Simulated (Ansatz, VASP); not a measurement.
## One calculation of GaAs, two programs

File INCAR:

```
ALGO = Normal
EDIFF = 1E-6
EDIFFG = -0.01
ENCUT = 600
GGA = PE
IBRION = 2
ISIF = 3
ISMEAR = 0
LASPH = T
LCHARG = F
LREAL = F
LWAVE = F
NELM = 100
NSW = 100
PREC = Accurate
SIGMA = 0.1
```

Contents of KPOINTS:

```
k-points
0
Gamma
  20 20 20
```

Contents of POSCAR:

```
GaAs
1.0
   -1.8807739600      1.8807739600      3.0258508800
    1.8807739600     -1.8807739600      3.0258508800
    1.8807739600      1.8807739600     -3.0258508800
Ga As
1 1
Direct
    0.0000000000      0.0000000000      0.0000000000
    0.5000000000      0.5000000000      0.0000000000
```

Input for Ansatz:

```yaml
crystal:
  lattice:
    - [-1.88077396, 1.88077396, 3.02585088]
    - [1.88077396, -1.88077396, 3.02585088]
    - [1.88077396, 1.88077396, -3.02585088]
  atoms:
    - { symbol: Ga, position: [0.0, 0.0, 0.0] }
    - { symbol: As, position: [0.5, 0.5, 0.0] }
basis:
  ecutwfc: 420
kpoints:
  mp_grid: { grid: [20, 20, 20] }
hamiltonian:
  xc: pbe
scf:
  occupations: { method: gaussian, width: 0.1 }
output:
  forces: true
  stress: true
  eigenvalues: true
  write_density: true
  write_potential: true
  elf: true
  volumetric_format: npy
relax:
  adjacent_minimum: "off"
  f_tol: 0.01
  max_steps: 80
  cell: { stress_tol: 0.05 }
```

Change from the starting cell: species swapped into the TlF type (I4/mmm, No. 139).

Alike in both runs: task relaxation of cell and atoms; functional PBE; k mesh 20 × 20 × 20; occupations gaussian, width 0.1 eV; no spin polarisation.

|  | VASP | Ansatz |
| --- | --- | --- |
| version | VASP 6.6.1 | Ansatz 0.2.0 |
| potentials or method | VASP PAW PBE potentials, release 64 (Ga_d, As), cutoff 600 eV | scalar-relativistic, plane waves, PAW |
| valence electrons in the cell | 18 | 28 |

Ansatz gave:

| Property | Result |
| --- | --- |
| gap on the k mesh at the Fermi level, each at its own relaxed structure (eV) | none |
| relaxed volume (Å³/atom) | 19.59 |
| relaxed cell length with the largest relative difference (Å) | 3.812 |

What did VASP give for the same quantities?

gap on the k mesh at the Fermi level, each at its own relaxed structure (eV): none; relaxed volume (Å³/atom): 19.62; relaxed cell length with the largest relative difference (Å): 3.814.

A gap of «none» marks a metal or a gap that the smearing closes. VASP's potentials hold 18 valence electrons a cell and Ansatz's 28, so a difference there can come from the potentials and not from the codes.
